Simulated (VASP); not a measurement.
# Ni (P6_3/mmc) in VASP: notebook

The runs below take Ni through single point, with PBEsol.

Program: VASP 6.6.1. These are calculated values, not measurements. Logs are shortened: lines on timing, memory, paths and dates and some standing lists are left out, and cuts for length are marked.

## (1) The cell of the first run

Symmetry: P6_3/mmc, No. 194, hexagonal system. The conventional cell has a = 2.448 Å, b = 2.448 Å, c = 4.073 Å, α = 90.00°, β = 90.00°, γ = 120.00°. Ni (site symmetry -6m2) has 12 Ni at 2.45 to 2.48 Å within 3.2 Å.

## (2) Single point, PBEsol, collinear spin, ferromagnetic start

INCAR reads:

```
SYSTEM = Ni
ALGO = Normal
EDIFF = 1E-7
ENCUT = 520
GGA = PS
ISIF = 2
ISMEAR = -1
ISPIN = 2
LASPH = .TRUE.
LCHARG = .TRUE.
LELF = .TRUE.
LMAXMIX = 4
LORBIT = 11
LREAL = .FALSE.
LVHAR = .TRUE.
LWAVE = .FALSE.
MAGMOM = 1.25 1.25
NBANDS = 21
NELM = 150
NUPDOWN = 2.5
PREC = Accurate
SIGMA = 0.05
```

KPOINTS reads:

```
k-points
0
G
  10 10 6
  0 0 0
```

POSCAR reads:

```
Ni
1.0
    2.4480228978      0.0000000000      0.0000000000
   -1.2240114489      2.1200500186      0.0000000000
    0.0000000000      0.0000000000      4.0728075700
Ni
2
Direct
    0.6666666667      0.3333333333      0.7500000000
    0.3333333333      0.6666666667      0.2500000000
```

Potentials or basis: VASP PAW PBE potentials, release 64 (Ni).

Started as:

```
$ cat potpaw_PBE.64/Ni/POTCAR > POTCAR
$ mpirun -np 1 vasp_std > vasp.out
```

OUTCAR:

```text
SYSTEM = Ni
   EDIFF = 1E-7
   ENCUT = 520
   GGA = PS
   ISIF = 2
   ISMEAR = -1
   ISPIN = 2
   LASPH = .TRUE.
   LORBIT = 11
   LREAL = .FALSE.
   NELM = 150
   NUPDOWN = 2.5
   PREC = Accurate

 ion  position               nearest neighbor table
   1  0.667  0.333  0.750-   2 2.48   2 2.48   2 2.48   2 2.48   2 2.48   2 2.48
   2  0.333  0.667  0.250-   1 2.48   1 2.48   1 2.48   1 2.48   1 2.48   1 2.48

  LATTYP: Found a hexagonal cell.
 ALAT       =     2.4480228978
 C/A-ratio  =     1.6637130207

  Lattice vectors:

 A1 = (   2.4480228978,   0.0000000000,   0.0000000000)
 A2 = (  -1.2240114489,   2.1200500186,   0.0000000000)
 A3 = (   0.0000000000,   0.0000000000,   4.0728075700)

Analysis of symmetry for initial positions (statically):
=====================================================================
 Subroutine PRICEL returns:
 Original cell was already a primitive cell.

 Routine SETGRP: Setting up the symmetry group for a
 hexagonal supercell.

 Subroutine GETGRP returns: Found 24 space group operations
 (whereof 12 operations were pure point group operations)
 out of a pool of 24 trial point group operations.

The static configuration has the point symmetry D_3d.
 The point group associated with its full space group is D_6h.

Analysis of symmetry for dynamics (positions and initial velocities):
=====================================================================
 Subroutine PRICEL returns:
 Original cell was already a primitive cell.

 Routine SETGRP: Setting up the symmetry group for a
 hexagonal supercell.

 Subroutine GETGRP returns: Found 24 space group operations
 (whereof 12 operations were pure point group operations)
 out of a pool of 24 trial point group operations.

The dynamic configuration has the point symmetry D_3d.
 The point group associated with its full space group is D_6h.

Analysis of structural, dynamic, and magnetic symmetry:
=====================================================================
 Subroutine PRICEL returns:
 Original cell was already a primitive cell.

 Routine SETGRP: Setting up the symmetry group for a
 hexagonal supercell.

 Subroutine GETGRP returns: Found 24 space group operations
 (whereof 12 operations were pure point group operations)
 out of a pool of 24 trial point group operations.

The overall configuration has the point symmetry D_3d.
 The point group associated with its full space group is D_6h.

 Subroutine INISYM returns: Found 24 space group operations
 (whereof 12 operations are pure point group operations),
 and found     1 'primitive' translations

----------------------------------------------------------------------------------------

                                     Primitive cell

  volume of cell :      21.1376

  direct lattice vectors                    reciprocal lattice vectors
     2.448022898  0.000000000  0.000000000     0.408492911  0.235843492  0.000000000
    -1.224011449  2.120050019  0.000000000     0.000000000  0.471686984  0.000000000
     0.000000000  0.000000000  4.072807570     0.000000000  0.000000000  0.245530873

  length of vectors
     2.448022898  2.448022898  4.072807570     0.471686984  0.471686984  0.245530873

  position of ions in fractional coordinates (direct lattice)
     0.666666667  0.333333333  0.750000000
     0.333333333  0.666666667  0.250000000

  ion indices of the primitive-cell ions
   primitive index   ion index
                 1           1
                 2           2

----------------------------------------------------------------------------------------

 KPOINTS: k-points

Automatic generation of k-mesh.
 Grid dimensions read from file:
 generate k-points for:   10   10    6

 Generating k-lattice:

  Cartesian coordinates                     Fractional coordinates (reciprocal lattice)
     0.040849291  0.023584349  0.000000000     0.100000000 -0.000000000  0.000000000
     0.000000000  0.047168698  0.000000000     0.000000000  0.100000000  0.000000000
     0.000000000  0.000000000  0.040921812     0.000000000  0.000000000  0.166666667

  Length of vectors
     0.047168698  0.047168698  0.040921812

  Shift w.r.t. Gamma in fractional coordinates (k-lattice)
     0.000000000  0.000000000  0.000000000

 Subroutine IBZKPT returns following result:
 ===========================================

 Found     56 irreducible k-points:

 Following reciprocal coordinates:
            Coordinates               Weight
  0.000000  0.000000  0.000000      1.000000
  0.100000 -0.000000  0.000000      6.000000
  0.200000 -0.000000  0.000000      6.000000
  0.300000  0.000000  0.000000      6.000000
  0.400000 -0.000000  0.000000      6.000000
  0.500000 -0.000000  0.000000      3.000000
[... 16 lines left out ...]
  0.300000  0.100000  0.166667     24.000000
  0.400000  0.100000  0.166667     24.000000
 [... further k-points ...]
   k-points           NKPTS =     56   k-points in BZ     NKDIM =     56   number of bands    NBANDS=     21
   number of dos      NEDOS =    301   number of ions     NIONS =      2
   total plane-waves  NPLWV =   9720
   dimension x,y,z NGX =    18 NGY =   18 NGZ =   30
   dimension x,y,z NGXF=    36 NGYF=   36 NGZF=   60
   ions per type =               2
   NGX,Y,Z   is equivalent  to a cutoff of  12.22, 12.22, 12.25 a.u.
   NGXF,Y,Z  is equivalent  to a cutoff of  24.45, 24.45, 24.49 a.u.
 SYSTEM =  Ni
   PREC   = accura    normal or accurate (medium, high low for compatibility)
   ISTART =      0    job   : 0-new  1-cont  2-samecut
   ICHARG =      2    charge: 1-file 2-atom 10-const
   ISPIN  =      2    spin polarized calculation?
   LNONCOLLINEAR =      F non collinear calculations
   LSORBIT =      F    spin-orbit coupling
   LASPH  =      T    aspherical Exc in radial PAW
   ENCUT  =  520.0 eV  38.22 Ry    6.18 a.u.   4.55  4.55  7.57*2*pi/ulx,y,z
   NELM   =    150;   NELMIN=  2; NELMDL= -5     # of ELM steps
   EDIFF  = 0.1E-06   stopping-criterion for ELM
   LREAL  =      F    real-space projection
   EDIFFG = 0.1E-05   stopping-criterion for IOM
   NSW    =      0    number of steps for IOM
   IBRION =     -1    ionic relax: 0-MD 1-quasi-New 2-CG
   NFREE  =      0    steps in history (QN), initial steepest desc. (CG)
   ISIF   =      2    stress and relaxation
   ISYM   =      2    0-nonsym 1-usesym 2-fastsym
   POTIM  = 0.5000    time-step for ionic-motion
   TEBEG  =    0.0;   TEEND  =   0.0 temperature during run
   PSTRESS=    0.0 pullay stress
   NELECT =      20.0000    total number of electrons
   NUPDOWN=       2.5000    fix difference up-down
   EMIN   =  10.00;   EMAX   =-10.00  energy-range for DOS
   EFERMI =   0.00;   METHOD = LEGACY
   ISMEAR =    -1;   SIGMA  =   0.05  broadening in eV -4-tet -1-fermi 0-gaus
   EFERMI_NEDOS =   21; number of points for ismear=-14 and -15
   IALGO  =     38    algorithm
   IMIX   =      4    mixing-type and parameters
     AMIX     =   0.40;   BMIX     =  1.00
     AMIX_MAG =   1.60;   BMIX_MAG =  1.00
  volume/ion in A,a.u.               =      10.57        71.32
  Fermi-wavevector in a.u.,A,eV,Ry     =   1.607187  3.037143 35.144518  2.583049
  Thomas-Fermi vector in A             =   2.703255
   LORBIT       =     11    0 simple, 1 ext, 2 COOP (PROOUT), +10 PAW based schemes
   GGA     = PS    functional components
   LHFCALC =     F    Hartree Fock is set to
   AEXX    =    0.0000 exact exchange contribution
   IVDW    =     0    specifies the selected vdW correction
   LEPSILON=     F    determine dielectric tensor
   LRPA    =     F    only Hartree local field effects (RPA)
 spin polarized calculation
  energy-cutoff  :      520.00
  volume of cell :       21.14
 maximum number of plane-waves:       592
   NGX =  9   NGY =  9   NGZ = 15

 number of electron      19.9999995 magnetization       2.4999999

 Free energy of the ion-electron system (eV)
  ---------------------------------------------------
  ext. energy  EPLUGINS =         0.00000000
  ---------------------------------------------------
  free energy    TOTEN  =       -11.66783832 eV

  energy without entropy =      -11.64529316  energy(sigma->0) =      -11.65656574

 E-fermi :   9.3970     XC(G=0): -13.6419

 val. band max:       11.2269829927   @ k =   0.3000   0.1000   0.3333
 cond. band min:       9.3982128069   @ k =   0.3000   0.2000   0.1667
 fundamental gap:     -1.8287701857
 Fermi energy:        11.3903214793

 spin component 1

 k-point     1 :       0.0000    0.0000    0.0000
  band No.  band energies     occupation
      1       0.1961      1.00000
      2       4.1920      1.00000
      3       6.5003      1.00000
      4       6.6726      1.00000
      5       6.6726      1.00000
      6       6.9266      1.00000
[... 13 lines left out ...]
     20      36.0931      0.00000
     21      39.9897      0.00000
[... 529 lines left out ...]
 k-point    24 :       0.4000    0.1000    0.1667
  band No.  band energies     occupation
      1       4.4985      1.00000
      2       4.8649      1.00000
      3       5.3624      1.00000
      4       5.8892      1.00000
      5       6.5811      1.00000
      6       7.0638      1.00000
[... 13 lines left out ...]
     20      34.4134      0.00000
     21      38.2481      0.00000

 [... further k-points ...]

 spin component 2

 k-point     1 :       0.0000    0.0000    0.0000
  band No.  band energies     occupation
      1       0.4753      1.00000
      2       5.0060      1.00000
      3       7.6903      1.00000
      4       7.8612      1.00000
      5       7.8612      1.00000
      6       8.1388      1.00000
[... 13 lines left out ...]
     20      36.5284      0.00000
     21      40.4142      0.00000
[... 529 lines left out ...]
 k-point    24 :       0.4000    0.1000    0.1667
  band No.  band energies     occupation
      1       5.3082      1.00000
      2       5.8247      1.00000
      3       6.2891      1.00000
      4       6.8462      1.00000
      5       7.7347      1.00000
      6       8.2211      1.00000
[... 13 lines left out ...]
     20      34.8675      0.00000
     21      38.6090      0.00000

 [... further k-points ...]
[... 5 lines left out ...]
  --------------------------------------------------------------------------------------
  -------------------------------------------------------------------------------------
  Total        0.7930282      0.7930282     -0.1748730      0.0000000      0.0000000      0.0000000
  in kB       60.1095897     60.1095897    -13.2549464      0.0000000      0.0000000      0.0000000
  external PRESSURE =      35.6547444 kB  Pullay stress =       0.0000000 kB

 VOLUME and BASIS-vectors are now :
 -----------------------------------------------------------------------------
  energy-cutoff  :      520.00
  volume of cell :       21.14
      direct lattice vectors                 reciprocal lattice vectors
     2.448022898  0.000000000  0.000000000     0.408492911  0.235843492  0.000000000
    -1.224011449  2.120050019  0.000000000     0.000000000  0.471686984  0.000000000
     0.000000000  0.000000000  4.072807570     0.000000000  0.000000000  0.245530873

 POSITION                                       TOTAL-FORCE (eV/Angst)
 -----------------------------------------------------------------------------------
      1.22401      0.70668      3.05461        -0.000000      0.000000      0.000000
     -0.00000      1.41337      1.01820         0.000000     -0.000000      0.000000
 -----------------------------------------------------------------------------------
    total drift:                               -0.000000      0.000000     -0.000000

  FREE ENERGIE OF THE ION-ELECTRON SYSTEM (eV)
  ---------------------------------------------------
  free  energy   TOTEN  =       -11.6678383193 eV

  energy  without entropy=      -11.6452931593  energy(sigma->0) =      -11.65656574

 total charge

# of ion       s       p       d       tot
------------------------------------------
    1        0.534   0.586   8.225   9.345
    2        0.534   0.586   8.225   9.345
--------------------------------------------------
tot          1.068   1.172  16.449  18.689

 magnetization (x)

# of ion       s       p       d       tot
------------------------------------------
    1        0.024   0.053   1.142   1.219
    2        0.024   0.053   1.142   1.219
--------------------------------------------------
tot          0.048   0.107   2.284   2.439
```

Run time: 20 s. Hardware: 1 thread of Intel Xeon 6975P-C (Granite Rapids), shared host; peak memory 0.16 GiB.

Results:

| Quantity | Value |
| --- | --- |
| Free energy | -11.6678 eV |
| Pressure | 3.6 GPa |
| Net moment | 2.50 μB per cell |
| Site moments | Ni +1.22 μB |
| Valence electrons inside the program's atomic spheres | Ni 9.35 |

Caveat: the PAW data sets were made with another functional, which shifts forces and pressure a little; the total moment is fixed, so each spin has its own Fermi level.

## (3) Single point, PBEsol, collinear spin, ferromagnetic start

INCAR reads:

```
SYSTEM = Ni
PREC     = Accurate       ! precision mode
ENCUT    = 520            ! plane-wave cutoff, eV
EDIFF    = 1E-7           ! SCF threshold, eV
ISMEAR   = -1             ! smearing method
SIGMA    = 0.05           ! smearing width, eV
LREAL    = .False.        ! projectors in reciprocal space
LASPH    = .True.         ! aspherical terms in the spheres
NELM     = 150            ! most SCF steps
ALGO     = Normal         ! electronic algorithm
ISIF     = 2              ! what is computed and relaxed
LWAVE    = .False.        ! write WAVECAR
LCHARG   = .False.        ! write CHGCAR
ISPIN    = 2              ! spin polarisation
MAGMOM   = 1.5 1.5        ! initial moments
LORBIT   = 11             ! projections on sites
NUPDOWN  = 3.0            ! fixed moment
LMAXMIX  = 4              ! l up to which the mixer works
GGA      = PS             ! functional
NBANDS   = 21             ! bands
```

KPOINTS reads:

```
regular mesh
0
Gamma
  10 10 6
  0 0 0
```

POSCAR is that of step 2.

Potentials or basis: VASP PAW PBE potentials, release 64 (Ni).

Started as:

```
$ cat potpaw_PBE.64/Ni/POTCAR > POTCAR
$ mpirun -np 1 vasp_std > vasp.out
```

It took 21 s on 1 thread of Intel Xeon 6975P-C (Granite Rapids), shared host; peak memory 0.15 GiB.

The run converged. Its results:

```
Free energy                                           : -11.0176 eV
Pressure                                              : 8.7 GPa
Net moment                                            : 3.00 μB per cell
Site moments                                          : Ni +1.44 μB
Valence electrons inside the program's atomic spheres : Ni 9.33
```

Stress tensor (GPa, compression positive):
```
11.65  0.00  0.00
 0.00 11.65  0.00
 0.00  0.00  2.71
```

Caveat: the PAW data sets were made with another functional, which shifts forces and pressure a little; the total moment is fixed, so each spin has its own Fermi level.
